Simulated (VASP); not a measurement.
**Ag: single point with PBEsol**

Ag:

```
Ag
1.0
     2.85277    0.00000    0.00000
    -1.42639    2.47057    0.00000
     0.00000    0.00000    9.45347
Ag
4
Cartesian
  0.0000 0.0000 4.7267
  0.0000 0.0000 0.0000
  1.4264 0.8235 7.0901
  0.0000 1.6470 2.3634
```

```yaml
Program: VASP 6.6.1
Task: single point
Functional: PBEsol
Potentials_or_basis: VASP PAW PBE potentials, release 64 (Ag)
Cutoff: 520 eV
k_mesh: 11 × 11 × 3
Occupations: fermi-dirac, width 0.05 eV
Spin: no spin polarisation
```

```json
{"Pressure": "-0.2 GPa", "Band gap on the k mesh": "zero (band 22 reaches 11.30 eV, above the bottom of band 23 at 5.48 eV)"}
```

Levels at points of the mesh, in eV from the Fermi level:
| k point | band 21 | band 22 | band 23 | band 24 | band 25 | band 26 |
| --- | --- | --- | --- | --- | --- | --- |
| (0.00, 0.00, 0.00) | -3.52 | -3.11 | -3.11 | -0.74 | 3.40 | 10.85 |

Wall time 38 s on 1 thread of Intel(R) Xeon(R) Platinum 8259CL CPU @ 2.50GHz (Skylake/Cascade Lake) (shared host), peak memory 0.21 GiB.

Caveat: the PAW data sets were made with another functional, which shifts forces and pressure a little.
